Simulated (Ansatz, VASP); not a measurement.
One calculation of Mg3Se4, two programs

```
Mg Se
1.0
     4.00000    0.00000    0.00000
    -2.00000    3.46410    0.00000
     0.00000    0.00000   11.27000
Mg Se
3 4
Cartesian
  0.0000 0.0000 0.0000
  2.0000 1.1547 8.3173
  0.0000 2.3094 2.9527
  0.0000 2.3094 9.8613
  2.0000 1.1547 1.4087
  0.0000 0.0000 4.4291
  0.0000 0.0000 6.8409
```

Alike in both runs: task relaxation of cell and atoms; functional PBE; k mesh 5 × 5 × 2; occupations gaussian, width 0.2 eV; no spin polarisation.

|  | VASP | Ansatz |
| --- | --- | --- |
| version | VASP 6.6.1 | Ansatz 0.2.0 |
| potentials or method | VASP PAW PBE potentials, release 64 (Mg, Se), cutoff 600 eV | scalar-relativistic, plane waves, PAW |
| valence electrons in the cell | 30 | 94 |

```csv
,VASP,Ansatz,Ansatz less VASP
"gap on the k mesh at the Fermi level, each at its own relaxed structure (eV)",0.72,0.72,+0.008
relaxed volume (Å³/atom),22.69,22.66,-0.034
relaxed cell length with the largest relative difference (Å),4.037,4.034,-0.0031
```

VASP's potentials hold 30 valence electrons a cell and Ansatz's 94, so a difference there can come from the potentials and not from the codes.
